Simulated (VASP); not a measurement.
Write the native input for VASP 6.6.1 that does the following.

* Task: single point
* Functional: PBE
* Potentials or basis: VASP PAW PBE potentials, release 64 (Sb)
* Cutoff: 520 eV
* k mesh: 14 × 14 × 14
* Occupations: gaussian, width 0.1 eV
* Spin: no spin polarisation
* Dipole correction: no
* Further INCAR settings: ALGO = Normal; EDIFF = 1e-06; NBANDS = 8

The structure of Sb lies in POSCAR:

```
Sb
1.0
    3.1714661221      0.0000000000      0.0000000000
    0.0000000000      3.1714661221      0.0000000000
    0.0000000000      0.0000000000      3.1714661221
Sb
1
Direct
    0.0000000000      0.0000000000      0.0000000000
```

This cell differs from its parent crystal: volume scaled by 1.06.

One way to write it, as run:

INCAR

```
ALGO = Normal
EDIFF = 1E-6
ENCUT = 520
GGA = PE
ISIF = 2
ISMEAR = 0
LASPH = True
LCHARG = False
LREAL = False
LWAVE = False
NBANDS = 8
NELM = 60
PREC = Accurate
SIGMA = 0.1
```

KPOINTS

```
k-points
0
Gamma
  14 14 14
```

Potentials or basis: VASP PAW PBE potentials, release 64 (Sb).

Launch:

```bash
$ cat potpaw_PBE.64/Sb/POTCAR > POTCAR
$ mpirun -np 1 vasp_std > vasp.out
```

Results of the run:

The pressure is -2.8 GPa.

It took 7.1 s on 1 thread of Intel Xeon 6975P-C (shared host), peak memory 0.16 GiB.
